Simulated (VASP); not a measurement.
# ZnS (P6_3mc) in VASP: notebook

The runs below take ZnS through single point, with PBE.

Everything below comes from runs of VASP 6.6.1. Logs are shortened: lines on timing, memory, paths and dates and some standing lists are left out, and cuts for length are marked.

### 1 The cell of the first run

It takes space group P6_3mc (No. 186, hexagonal). The conventional cell has a = 3.935 Å, b = 3.935 Å, c = 6.020 Å, α = 90.00°, β = 90.00°, γ = 120.00°. Zn (site symmetry 3m) has 4 S at 2.02 to 2.48 Å within 2.7 Å. Within 2.7 Å of S (site symmetry 3m) lie 4 Zn at 2.02 to 2.48 Å.

### 2 Single point, PBE

The input, INCAR:

```
SYSTEM = ZnS
PREC = Accurate ; ENCUT = 520
EDIFF = 1E-6 ; ISMEAR = 0
SIGMA = 0.05 ; LREAL = .False.
LASPH = .True. ; NELM = 60
ALGO = Normal ; ISIF = 2
LWAVE = .False. ; LCHARG = .False.
GGA = PE ; NBANDS = 26
```

The input, KPOINTS:

```
Automatic mesh
0
Gamma
  9 9 4
  0 0 0
```

The input, POSCAR:

```
ZnS
1.0
    3.9350570224      0.0000000000      0.0000000000
   -1.9675285112      3.4078593468      0.0000000000
    0.0000000000      0.0000000000      6.0202437386
Zn S
2 2
Direct
    0.3333333333      0.6666666667      0.0052003725
    0.6666666667      0.3333333333      0.5052003725
    0.3333333333      0.6666666667      0.3401405350
    0.6666666667      0.3333333333      0.8401405350
```

Potentials or basis: VASP PAW PBE potentials, release 64 (Zn, S).

Command:

```sh
> cat potpaw_PBE.64/Zn/POTCAR potpaw_PBE.64/S/POTCAR > POTCAR
> mpirun -np 1 vasp_std > vasp.out
```

OUTCAR:

```text
SYSTEM = ZnS
   PREC = Accurate
   ENCUT = 520
   EDIFF = 1E-6
   ISMEAR = 0
   LREAL = .False.
   LASPH = .True.
   NELM = 60
   ISIF = 2
   GGA = PE

 ion  position               nearest neighbor table
   1  0.333  0.667  0.005-   3 2.02   4 2.48   4 2.48   4 2.48
   2  0.667  0.333  0.505-   4 2.02   3 2.48   3 2.48   3 2.48
   3  0.333  0.667  0.340-   1 2.02   2 2.48   2 2.48   2 2.48
   4  0.667  0.333  0.840-   2 2.02   1 2.48   1 2.48   1 2.48

  LATTYP: Found a hexagonal cell.
 ALAT       =     3.9350570224
 C/A-ratio  =     1.5299000000

  Lattice vectors:

 A1 = (   3.9350570224,   0.0000000000,   0.0000000000)
 A2 = (  -1.9675285112,   3.4078593468,   0.0000000000)
 A3 = (   0.0000000000,   0.0000000000,   6.0202437386)

Analysis of symmetry for initial positions (statically):
=====================================================================
 Subroutine PRICEL returns:
 Original cell was already a primitive cell.

 Routine SETGRP: Setting up the symmetry group for a
 hexagonal supercell.

 Subroutine GETGRP returns: Found 12 space group operations
 (whereof  6 operations were pure point group operations)
 out of a pool of 24 trial point group operations.

The static configuration has the point symmetry C_3v.
 The point group associated with its full space group is C_6v.

Analysis of symmetry for dynamics (positions and initial velocities):
=====================================================================
 Subroutine PRICEL returns:
 Original cell was already a primitive cell.

 Routine SETGRP: Setting up the symmetry group for a
 hexagonal supercell.

 Subroutine GETGRP returns: Found 12 space group operations
 (whereof  6 operations were pure point group operations)
 out of a pool of 24 trial point group operations.

The dynamic configuration has the point symmetry C_3v.
 The point group associated with its full space group is C_6v.

 Subroutine INISYM returns: Found 12 space group operations
 (whereof  6 operations are pure point group operations),
 and found     1 'primitive' translations

----------------------------------------------------------------------------------------

                                     Primitive cell

  volume of cell :      80.7322

  direct lattice vectors                    reciprocal lattice vectors
     3.935057022  0.000000000  0.000000000     0.254125924  0.146719670  0.000000000
    -1.967528511  3.407859347  0.000000000     0.000000000  0.293439341  0.000000000
     0.000000000  0.000000000  6.020243739     0.000000000  0.000000000  0.166106231

  length of vectors
     3.935057022  3.935057022  6.020243739     0.293439341  0.293439341  0.166106231

  position of ions in fractional coordinates (direct lattice)
     0.333333333  0.666666667  0.005200372
     0.666666667  0.333333333  0.505200372
     0.333333333  0.666666667  0.340140535
     0.666666667  0.333333333  0.840140535

  ion indices of the primitive-cell ions
   primitive index   ion index
                 1           1
                 2           2
                 3           3
                 4           4

----------------------------------------------------------------------------------------

 KPOINTS: Automatic mesh

Automatic generation of k-mesh.
 Grid dimensions read from file:
 generate k-points for:    9    9    4

 Generating k-lattice:

  Cartesian coordinates                     Fractional coordinates (reciprocal lattice)
     0.028236214  0.016302186  0.000000000     0.111111111 -0.000000000  0.000000000
     0.000000000  0.032604371  0.000000000     0.000000000  0.111111111  0.000000000
     0.000000000  0.000000000  0.041526558     0.000000000  0.000000000  0.250000000

  Length of vectors
     0.032604371  0.032604371  0.041526558

  Shift w.r.t. Gamma in fractional coordinates (k-lattice)
     0.000000000  0.000000000  0.000000000

 Subroutine IBZKPT returns following result:
 ===========================================

 Found     36 irreducible k-points:

 Following reciprocal coordinates:
            Coordinates               Weight
  0.000000  0.000000  0.000000      1.000000
  0.111111 -0.000000  0.000000      6.000000
  0.222222  0.000000  0.000000      6.000000
  0.333333 -0.000000  0.000000      6.000000
  0.444444  0.000000  0.000000      6.000000
  0.111111  0.111111  0.000000      6.000000
[... 16 lines left out ...]
  0.333333  0.222222  0.250000     24.000000
  0.333333  0.333333  0.250000      4.000000
 [... further k-points ...]
   k-points           NKPTS =     36   k-points in BZ     NKDIM =     36   number of bands    NBANDS=     26
   number of dos      NEDOS =    301   number of ions     NIONS =      4
   total plane-waves  NPLWV =  43200
   dimension x,y,z NGX =    30 NGY =   30 NGZ =   48
   dimension x,y,z NGXF=    60 NGYF=   60 NGZF=   96
   ions per type =               2   2
   NGX,Y,Z   is equivalent  to a cutoff of  12.67, 12.67, 13.25 a.u.
   NGXF,Y,Z  is equivalent  to a cutoff of  25.35, 25.35, 26.51 a.u.
 SYSTEM =  ZnS
   PREC   = accura    normal or accurate (medium, high low for compatibility)
   ISTART =      0    job   : 0-new  1-cont  2-samecut
   ICHARG =      2    charge: 1-file 2-atom 10-const
   ISPIN  =      1    spin polarized calculation?
   LNONCOLLINEAR =      F non collinear calculations
   LSORBIT =      F    spin-orbit coupling
   LASPH  =      T    aspherical Exc in radial PAW
   ENCUT  =  520.0 eV  38.22 Ry    6.18 a.u.   7.32  7.32 11.19*2*pi/ulx,y,z
   NELM   =     60;   NELMIN=  2; NELMDL= -5     # of ELM steps
   EDIFF  = 0.1E-05   stopping-criterion for ELM
   LREAL  =      F    real-space projection
   EDIFFG = 0.1E-04   stopping-criterion for IOM
   NSW    =      0    number of steps for IOM
   IBRION =     -1    ionic relax: 0-MD 1-quasi-New 2-CG
   NFREE  =      0    steps in history (QN), initial steepest desc. (CG)
   ISIF   =      2    stress and relaxation
   ISYM   =      2    0-nonsym 1-usesym 2-fastsym
   POTIM  = 0.5000    time-step for ionic-motion
   TEBEG  =    0.0;   TEEND  =   0.0 temperature during run
   PSTRESS=    0.0 pullay stress
   NELECT =      36.0000    total number of electrons
   NUPDOWN=      -1.0000    fix difference up-down
   EMIN   =  10.00;   EMAX   =-10.00  energy-range for DOS
   EFERMI =   0.00;   METHOD = LEGACY
   ISMEAR =     0;   SIGMA  =   0.05  broadening in eV -4-tet -1-fermi 0-gaus
   EFERMI_NEDOS =   21; number of points for ismear=-14 and -15
   IALGO  =     38    algorithm
   IMIX   =      4    mixing-type and parameters
     AMIX     =   0.40;   BMIX     =  1.00
     AMIX_MAG =   1.60;   BMIX_MAG =  1.00
  volume/ion in A,a.u.               =      20.18       136.20
  Fermi-wavevector in a.u.,A,eV,Ry     =   1.250720  2.363518 21.283599  1.564300
  Thomas-Fermi vector in A             =   2.384701
   LORBIT       =      0    0 simple, 1 ext, 2 COOP (PROOUT), +10 PAW based schemes
   GGA     = PE    functional components
   LHFCALC =     F    Hartree Fock is set to
   AEXX    =    0.0000 exact exchange contribution
   IVDW    =     0    specifies the selected vdW correction
   LEPSILON=     F    determine dielectric tensor
   LRPA    =     F    only Hartree local field effects (RPA)
 non-spin polarized calculation
 Gauss-broadening in eV      SIGMA  =   0.05
  energy-cutoff  :      520.00
  volume of cell :       80.73
 maximum number of plane-waves:      2213
 NGX is ok and might be reduce to    30
   NGX = 15   NGY = 15   NGZ = 23

 number of electron      35.9999969 magnetization

 Free energy of the ion-electron system (eV)
  ---------------------------------------------------
  ext. energy  EPLUGINS =         0.00000000
  ---------------------------------------------------
  free energy    TOTEN  =       -12.66015085 eV

  energy without entropy =      -12.66015085  energy(sigma->0) =      -12.66015085

 E-fermi :   2.2149     XC(G=0):  -9.4922

 val. band max:        1.9530784872   @ k =   0.0000   0.0000   0.0000
 cond. band min:       4.0665700844   @ k =   0.0000   0.0000   0.0000
 fundamental gap:      2.1134915973
 Fermi energy:         2.2149431834

 k-point     1 :       0.0000    0.0000    0.0000
  band No.  band energies     occupation
      1     -11.2829      2.00000
      2     -10.2070      2.00000
      3      -4.8395      2.00000
      4      -4.5028      2.00000
      5      -4.5028      2.00000
      6      -4.2516      2.00000
[... 18 lines left out ...]
     25       9.8464      0.00000
     26      11.4041      0.00000

 k-point     2 :       0.1111   -0.0000    0.0000
  band No.  band energies     occupation
      1     -11.2144      2.00000
      2     -10.1859      2.00000
      3      -4.8217      2.00000
      4      -4.5107      2.00000
      5      -4.5054      2.00000
      6      -4.3278      2.00000
[... 18 lines left out ...]
     25      10.1604      0.00000
     26      10.6692      0.00000

 k-point     3 :       0.2222    0.0000    0.0000
  band No.  band energies     occupation
      1     -11.0256      2.00000
      2     -10.1400      2.00000
      3      -4.7741      2.00000
      4      -4.5282      2.00000
      5      -4.5147      2.00000
      6      -4.3975      2.00000
[... 18 lines left out ...]
     25      10.6987      0.00000
     26      11.0261      0.00000

 k-point     4 :       0.3333   -0.0000    0.0000
  band No.  band energies     occupation
      1     -10.7701      2.00000
      2     -10.1142      2.00000
      3      -4.7171      2.00000
      4      -4.5402      2.00000
      5      -4.5285      2.00000
      6      -4.4618      2.00000
[... 18 lines left out ...]
     25      11.0343      0.00000
     26      11.8223      0.00000

 k-point     5 :       0.4444    0.0000    0.0000
  band No.  band energies     occupation
      1     -10.5511      2.00000
      2     -10.1402      2.00000
      3      -4.6757      2.00000
      4      -4.5401      2.00000
      5      -4.5387      2.00000
      6      -4.5174      2.00000
[... 18 lines left out ...]
     25      11.2785      0.00000
     26      13.1891      0.00000

 k-point     6 :       0.1111    0.1111    0.0000
  band No.  band energies     occupation
      1     -11.0855      2.00000
      2     -10.1524      2.00000
      3      -4.7887      2.00000
      4      -4.5184      2.00000
      5      -4.5157      2.00000
      6      -4.3809      2.00000
[... 427 lines left out ...]
 k-point    21 :       0.4444    0.1111    0.2500
  band No.  band energies     occupation
      1     -10.4260      2.00000
      2     -10.1979      2.00000
      3      -4.6900      2.00000
      4      -4.6158      2.00000
      5      -4.5436      2.00000
      6      -4.4358      2.00000
[... 18 lines left out ...]
     25      11.0729      0.00000
     26      12.1463      0.00000

 k-point    22 :       0.2222    0.2222    0.2500
  band No.  band energies     occupation
      1     -10.5596      2.00000
      2     -10.1916      2.00000
      3      -4.7125      2.00000
      4      -4.5954      2.00000
      5      -4.5425      2.00000
      6      -4.4288      2.00000
[... 18 lines left out ...]
     25      10.6448      0.00000
     26      11.2425      0.00000

 k-point    23 :       0.3333    0.2222    0.2500
  band No.  band energies     occupation
      1     -10.3875      2.00000
      2     -10.2024      2.00000
      3      -4.6737      2.00000
      4      -4.6137      2.00000
      5      -4.5715      2.00000
      6      -4.3748      2.00000
[... 18 lines left out ...]
     25      11.0914      0.00000
     26      11.7736      0.00000

 k-point    24 :       0.3333    0.3333    0.2500
  band No.  band energies     occupation
      1     -10.2670      2.00000
      2     -10.2670      2.00000
      3      -4.6379      2.00000
      4      -4.6379      2.00000
      5      -4.5879      2.00000
      6      -4.3059      2.00000
[... 18 lines left out ...]
     25      11.8145      0.00000
     26      12.2543      0.00000

 [... further k-points ...]

------------------------ aborting loop because EDIFF is reached ----------------------------------------

  FORCE on cell =-STRESS in cart. coord.  units (eV):
  Direction    XX          YY          ZZ          XY          YZ          ZX
  --------------------------------------------------------------------------------------
  -------------------------------------------------------------------------------------
  Total       -2.1079580     -2.1079580     14.2939364      0.0000000      0.0000000      0.0000000
  in kB      -41.8336514    -41.8336514    283.6714715      0.0000000      0.0000000      0.0000000
  external PRESSURE =      66.6680562 kB  Pullay stress =       0.0000000 kB

 VOLUME and BASIS-vectors are now :
 -----------------------------------------------------------------------------
  energy-cutoff  :      520.00
  volume of cell :       80.73
      direct lattice vectors                 reciprocal lattice vectors
     3.935057022  0.000000000  0.000000000     0.254125924  0.146719670  0.000000000
    -1.967528511  3.407859347  0.000000000     0.000000000  0.293439341  0.000000000
     0.000000000  0.000000000  6.020243739     0.000000000  0.000000000  0.166106231

 POSITION                                       TOTAL-FORCE (eV/Angst)
 -----------------------------------------------------------------------------------
     -0.00000      2.27191      0.03131         0.000000     -0.000000     -3.861527
      1.96753      1.13595      3.04143        -0.000000      0.000000     -3.861527
     -0.00000      2.27191      2.04773        -0.000000      0.000000      3.861527
      1.96753      1.13595      5.05785         0.000000     -0.000000      3.861527
 -----------------------------------------------------------------------------------
    total drift:                               -0.000001     -0.000001     -0.000383

  FREE ENERGIE OF THE ION-ELECTRON SYSTEM (eV)
  ---------------------------------------------------
  free  energy   TOTEN  =       -12.6601508491 eV

  energy  without entropy=      -12.6601508491  energy(sigma->0) =      -12.66015085
```

Wall time 1.9 min (1 thread of Intel Xeon 8259CL, shared host); peak memory 0.23 GiB.

What came out:

| Quantity | Value |
| --- | --- |
| Free energy | -12.6602 eV |
| Pressure | 6.7 GPa |
| Largest force | 3.862 eV/Å |
| Band gap on the k mesh | 2.11 eV |

Forces in eV/Å, atoms in the order of the input:
```
Zn   0.000  0.000 -3.862
Zn   0.000  0.000 -3.862
S    0.000  0.000  3.862
S    0.000  0.000  3.862
```

Stress tensor (GPa, compression positive):
```
-4.18  0.00  0.00
 0.00 -4.18  0.00
 0.00  0.00 28.37
```

Caveat: the cell stands under pressure; forces of over 1 eV/Å act on the atoms, so gaps and moduli don't describe the material at rest.

[end of part 1 of 2]
